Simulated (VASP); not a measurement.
The system is Zr.

```
CELL_PARAMETERS angstrom
4.24133 0.00000 0.00000
0.00000 4.24133 0.00000
0.00000 0.00000 4.24133
ATOMIC_POSITIONS crystal
Zr 0.50000 0.00000 0.00000
Zr 0.00000 0.50000 0.00000
Zr 0.00000 0.00000 0.50000
```

The cell was built from a structure type or drawn by symmetry, and may not be a known phase.

* Program: VASP 6.6.1
* Task: relaxation of cell and atoms
* Functional: PBE
* Potentials or basis: VASP PAW PBE potentials, release 64 (Zr_sv)
* Cutoff: 600 eV
* k mesh: 4 × 4 × 4
* Occupations: gaussian, width 0.1 eV
* Spin: no spin polarisation

At the start: pressure 2.4 GPa; volume 25.43 Å³/atom.

How do energy, volume and symmetry change on relaxing?

Over 3 steps the energy falls by 6.4 meV/atom and the volume is 26.33 Å³/atom (+3.5 %); space group Pm-3m (No. 221, to 0.1 Å) before and after.

The path:
```
step  energy change (eV)  largest force (eV/Å)  pressure (GPa)  volume (Å³)
   1              0.0000                0.0000            2.36        76.30
   2             -0.0135                0.0000           -1.18        80.52
   3             -0.0193                0.0000            0.00        78.98
```

Final structure:
```
Zr
1.0
     4.29054    0.00000    0.00000
     0.00000    4.29054    0.00000
     0.00000    0.00000    4.29054
Zr
3
Direct
  0.50000 0.00000 0.00000
  0.00000 0.50000 0.00000
  0.00000 0.00000 0.50000
```

Caveat: the k points lie up to 0.37 Å⁻¹ apart in the final cell, too coarse for converged energies and pressures of a metal.
